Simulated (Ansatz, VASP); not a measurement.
**ZnS in VASP and in Ansatz**

Contents of INCAR:

```
SYSTEM = ZnS
PREC     = Accurate       ! precision mode
ENCUT    = 520            ! plane-wave cutoff, eV
EDIFF    = 1E-6           ! SCF threshold, eV
ISMEAR   = 0              ! smearing method
SIGMA    = 0.05           ! smearing width, eV
LREAL    = .False.        ! projectors in reciprocal space
LASPH    = .True.         ! aspherical terms in the spheres
NELM     = 100            ! most SCF steps
ALGO     = Normal         ! electronic algorithm
ISIF     = 2              ! what is computed and relaxed
LWAVE    = .False.        ! write WAVECAR
LCHARG   = .False.        ! write CHGCAR
GGA      = PE             ! functional
NBANDS   = 16             ! bands
```

The input KPOINTS:

```
Automatic mesh
0
Gamma
  8 8 8
  0 0 0
```

File POSCAR:

```
ZnS
1.0
    0.0000000000      2.7215639846      2.8032109041
    2.7215639846      0.0000000000      2.8032109041
    2.7215639846      2.7215639846      0.0000000000
Zn S
1 1
Direct
    0.0000000000      0.0000000000      0.0000000000
    0.7500000000      0.7500000000      0.7500000000
```

Input for Ansatz:

```yaml
crystal:
  lattice:
    - [0.0, 2.7215639846, 2.8032109041]
    - [2.7215639846, 0.0, 2.8032109041]
    - [2.7215639846, 2.7215639846, 0.0]
  atoms:
    - { symbol: Zn, position: [0.0, 0.0, 0.0] }
    - { symbol: S, position: [0.75, 0.75, 0.75] }
basis:
  ecutwfc: 420
kpoints:
  mp_grid: { grid: [8, 8, 8] }
hamiltonian:
  xc: pbe
scf:
  occupations: { method: gaussian, width: 0.05 }
output:
  forces: true
  stress: true
  eigenvalues: true
```

Change from the starting cell: strain +0.000 along x and y, +0.030 along z, atoms carried along.

Alike in both runs: task single point; functional PBE; k mesh 8 × 8 × 8; occupations gaussian, width 0.05 eV; no spin polarisation.

```csv
,VASP,Ansatz
version,VASP 6.6.1,Ansatz 0.2.0
potentials or method,"VASP PAW PBE potentials, release 64 (Zn, S), cutoff 520 eV","scalar-relativistic, plane waves, PAW"
valence electrons in the cell,18,18
```

|  | VASP | Ansatz | Ansatz less VASP |
| --- | --- | --- | --- |
| gap on the k mesh at the Fermi level (eV) | 1.85 | 1.85 | -0.003 |
| least direct gap on the mesh (eV) | 1.85 | 1.85 | -0.003 |
| pressure (GPa) | -1.8 | -1.9 | -0.12 |
| traceless stress, the component that is largest in VASP (GPa) | -0.86 | -0.87 | -0.006 |

The functional is the same, so the differences come from potentials, cutoffs and numerics.
